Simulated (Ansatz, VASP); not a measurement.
Two plane-wave programs on Ge

File POSCAR:

```
Ge
1.0
    0.0000000000      2.8289100000      2.8289100000
    2.8289100000      0.0000000000      2.8289100000
    2.8289100000      2.8289100000      0.0000000000
Ge
2
Direct
    0.7500000000      0.7500000000      0.7500000000
    0.5000000000      0.5000000000      0.5000000000
```

The input INCAR.step1:

```
PREC = Accurate
ENCUT = 520
EDIFF = 1E-5
ISMEAR = -1
SIGMA = 0.05
LREAL = F
LASPH = T
NELM = 100
ALGO = Normal
ISIF = 2
LWAVE = T
LCHARG = F
GGA = PE
NBANDS = 21
```

The input INCAR.step2:

```
PREC = Accurate
ENCUT = 520
EDIFF = 1E-6
ISMEAR = -1
SIGMA = 0.05
LREAL = F
LASPH = T
NELM = 100
ALGO = Normal
ISIF = 2
LWAVE = F
LCHARG = F
GGA = PS
LHFCALC = T
AEXX = 0.25
HFSCREEN = 0.207
PRECFOCK = Normal
ISTART = 1
NBANDS = 21
```

Contents of KPOINTS:

```
regular mesh
0
Gamma
  4 4 4
```

Contents of input.yaml:

```yaml
crystal:
  lattice:
    - [0.0, 2.82891, 2.82891]
    - [2.82891, 0.0, 2.82891]
    - [2.82891, 2.82891, 0.0]
  atoms:
    - { symbol: Ge, position: [0.75, 0.75, 0.75] }
    - { symbol: Ge, position: [0.5, 0.5, 0.5] }
hamiltonian:
  xc:
    exchange: hjs_pbesol
    correlation: pbesol
    exx: { coeff: 0.25, omega: 0.207 }
  pseudopotentials: { kind: paw }
kpoints:
  mp_grid: { grid: [4, 4, 4] }
  band_path:
    path:
      - [[0.0, 0.0, 0.0], [0.5, 0.0, 0.5], [0.5, 0.25, 0.75], [0.375, 0.375, 0.75], [0.0, 0.0, 0.0], [0.5, 0.5, 0.5], [0.625, 0.25, 0.625], [0.5, 0.25, 0.75], [0.5, 0.5, 0.5], [0.375, 0.375, 0.75]]
      - [[0.625, 0.25, 0.625], [0.5, 0.0, 0.5]]
    npoints: 4
scf:
  occupations: { method: fermi_dirac, width: 0.05 }
  n_extra_bands: 6
output:
  forces: true
  stress: true
  eigenvalues: true
  fatbands: false
```

Alike in both runs: functional PBEsol-based screened hybrid; k mesh 4 × 4 × 4; occupations fermi-dirac, width 0.05 eV; no spin polarisation.

|  | VASP | Ansatz |
| --- | --- | --- |
| version | VASP 6.6.1 | Ansatz 0.2.0 |
| potentials or method | VASP PAW PBE potentials, release 64 (Ge_d) | Ansatz PAW |
| plane-wave cutoff (eV) | 520 | 420 |
| valence electrons in the cell | 28 | 28 |
| task | single point | band structure |

VASP gave:

```
gap on the k mesh at the Fermi level (eV) : 0.81
least direct gap on the mesh (eV)         : 0.88
pressure (GPa)                            : -0.8
```

What did Ansatz give for the same quantities?

gap on the k mesh at the Fermi level (eV): 0.80; least direct gap on the mesh (eV): 0.86; pressure (GPa): -0.9.

VASP's potentials were made for PBE, not for PBEsol-based screened hybrid. The functional is the same, so the differences come from potentials, cutoffs and numerics.

The k mesh is coarse, so the values compare programs but aren't converged.
